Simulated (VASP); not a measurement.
A run of VASP 6.6.1 is set up as follows.

File POSCAR:

```
Cr
1.0
   -1.4063194939      1.4063194939      1.4063194939
    1.4063194939     -1.4063194939      1.4063194939
    1.4063194939      1.4063194939     -1.4063194939
Cr
1
Direct
    0.0000000000      0.0000000000      0.0000000000
```

File INCAR.step1:

```
SYSTEM = Cr
PREC = Accurate ; ENCUT = 520
ISMEAR = 0 ; SIGMA = 0.05
LREAL = .False. ; LASPH = .True.
NELM = 150 ; ISPIN = 2
MAGMOM = 0.05 ; LMAXMIX = 4
NBANDS = 16 ; GGA = PE
ALGO = Normal ; EDIFF = 1E-4
LWAVE = .True. ; LCHARG = .False.
```

Contents of INCAR.step2:

```
SYSTEM = Cr
PREC = Accurate ; ENCUT = 520
EDIFF = 1E-6 ; ISMEAR = 0
SIGMA = 0.05 ; LREAL = .False.
LASPH = .True. ; NELM = 150
ALGO = Normal ; ISIF = 2
LWAVE = .False. ; LCHARG = .False.
ISPIN = 2 ; MAGMOM = 0.05
LORBIT = 11 ; LMAXMIX = 4
METAGGA = R2SCAN ; LMIXTAU = .True.
NBANDS = 16 ; ISTART = 1
```

Contents of KPOINTS:

```
regular mesh
0
Gamma
  20 20 20
  0 0 0
```

Potentials or basis: VASP PAW PBE potentials, release 64 (Cr_pv).

Command:

```bash
$ cat potpaw_PBE.64/Cr_pv/POTCAR > POTCAR
$ cp INCAR.step1 INCAR
$ mpirun -np 1 vasp_std > vasp.out
$ cp INCAR.step2 INCAR
$ mpirun -np 1 vasp_std > vasp.out
```

Problem. What does it give for the net moment?

Solution. 0.00 μB per cell.

Problem. What does it give for the pressure?

Solution. 5.7 GPa.

Problem. What does it give for the band gap on the k mesh?

Solution. Zero (filled and empty bands overlap).

Caveat: the PAW data sets were made with another functional, which shifts forces and pressure a little.
